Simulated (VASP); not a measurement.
Wanted: the native input for a VASP 6.6.1 run.

```yaml
Task: single point
Functional: PBE
Potentials_or_basis: VASP PAW PBE potentials, release 64 (Hf_pv)
Cutoff: 520 eV
k_mesh: 6 × 6 × 6
Occupations: gaussian, width 0.1 eV
Spin: no spin polarisation
Dipole_correction: no
Further_INCAR_settings: ALGO = Normal; EDIFF = 1e-07; NBANDS = 22
```

The structure of Hf lies in POSCAR:

```
Hf
1.0
    1.6673523697      0.9626463394      8.0582093804
   -1.6673523697      0.9626463394      8.0582093804
    0.0000000000     -1.9252926790      8.0582093804
Hf
3
Direct
    0.0000000000      0.0000000000      0.0000000000
    0.2222200000      0.2222200000      0.2222200000
    0.7777800000      0.7777800000      0.7777800000
```

The input as run:

INCAR

```
SYSTEM = Hf
  ALGO = Normal
  EDIFF = 1E-7
  ENCUT = 520
  GGA = PE
  ISIF = 2
  ISMEAR = 0
  LASPH = .TRUE.
  LCHARG = .TRUE.
  LELF = .TRUE.
  LREAL = .FALSE.
  LVHAR = .TRUE.
  LWAVE = .FALSE.
  NBANDS = 22
  NELM = 80
  PREC = Accurate
  SIGMA = 0.1
```

KPOINTS

```
k-points
0
G
  6 6 6
  0 0 0
```

Potentials or basis: VASP PAW PBE potentials, release 64 (Hf_pv).

Launch:

```sh
$ cat potpaw_PBE.64/Hf_pv/POTCAR > POTCAR
$ mpirun -np 1 vasp_std > vasp.out
```

It gave:

```yaml
Pressure: -11.7 GPa
Largest_force: 0.059 eV/Å
Band_gap_on_the_k_mesh: zero (bands 15 and 16 overlap by 1.27 eV)
```

Caveat: the k points lie up to 0.37 Å⁻¹ apart, too coarse for converged energies and pressures of a metal; spin-orbit coupling is left out, which moves the levels of the heavy elements.

Wall time 2.5 min on 1 thread of Intel(R) Xeon(R) 6975P-C (Granite Rapids), on a shared host, peak memory 0.53 GiB.
